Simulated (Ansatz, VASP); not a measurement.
# Two plane-wave programs on SiC

Contents of INCAR:

```
  ALGO = Normal
  EDIFF = 1E-6
  ENCUT = 600
  GGA = PS
  GGA_COMPAT = False
  ISIF = 2
  ISMEAR = 0
  LASPH = True
  LCHARG = False
  LREAL = False
  LWAVE = False
  NBANDS = 11
  NELM = 120
  PREC = Accurate
  SIGMA = 0.01
```

Contents of KPOINTS:

```
k-points
0
Gamma
  9 9 9
```

The input POSCAR:

```
SiC
1.0
    0.0267013557      2.1724550861      2.1724550861
    2.1724550861      0.0267013557      2.1724550861
    2.1724550861      2.1724550861      0.0267013557
Si C
1 1
Direct
    0.0006788474      0.0006788474      0.0006788474
    0.2493211526      0.2493211526      0.2493211526
```

Input for Ansatz:

```yaml
crystal:
  lattice:
    - [0.0267013557, 2.1724550861, 2.1724550861]
    - [2.1724550861, 0.0267013557, 2.1724550861]
    - [2.1724550861, 2.1724550861, 0.0267013557]
  atoms:
    - { symbol: Si, position: [0.0006788474, 0.0006788474, 0.0006788474] }
    - { symbol: C, position: [0.2493211526, 0.2493211526, 0.2493211526] }
basis:
  ecutwfc: 600.0
kpoints:
  mp_grid: { grid: [9, 9, 9] }
  band_path:
    path:
      - [0.0, 0.0, 0.0]
      - [0.0, 0.0, 0.0]
      - [0.5, 0.5, 0.0]
      - [0.0, 0.5, 0.5]
      - [0.5, 0.5, 0.5]
      - [0.0, 0.0, 0.5]
      - [-0.0028977856, 0.0028977856, 0.0]
      - [0.0028977856, -0.0028977856, 0.0]
      - [-0.0028977856, 0.0028977856, 0.0]
      - [0.0028977856, -0.0028977856, 0.0]
    npoints: 1
hamiltonian:
  xc: pbesol
  pseudopotentials: { kind: paw }
scf:
  occupations: { method: fixed }
  n_extra_bands: 5
output:
  forces: true
  stress: true
  eigenvalues: true
```

Alike in both runs: task single point; functional PBEsol; k mesh 9 × 9 × 9; no spin polarisation.

|  | VASP | Ansatz |
| --- | --- | --- |
| version | VASP 6.6.1 | Ansatz 0.2.0 |
| potentials or method | VASP PAW PBE potentials, release 64 (Si, C), cutoff 600 eV | scalar-relativistic, plane waves, PAW |
| occupations | gaussian, width 0.01 eV | fixed |
| valence electrons in the cell | 8 | 8 |

|  | VASP | Ansatz | Ansatz less VASP |
| --- | --- | --- | --- |
| gap on the k mesh at the Fermi level (eV) | 1.28 | 1.29 | +0.010 |
| least direct gap on the mesh (eV) | 4.43 | 4.44 | +0.010 |
| pressure (GPa) | 6.5 | 6.3 | -0.24 |
| traceless stress, the component that is largest in VASP (GPa) | -3.17 | -3.14 | +0.023 |

VASP's potentials were made for PBE, not for PBEsol.
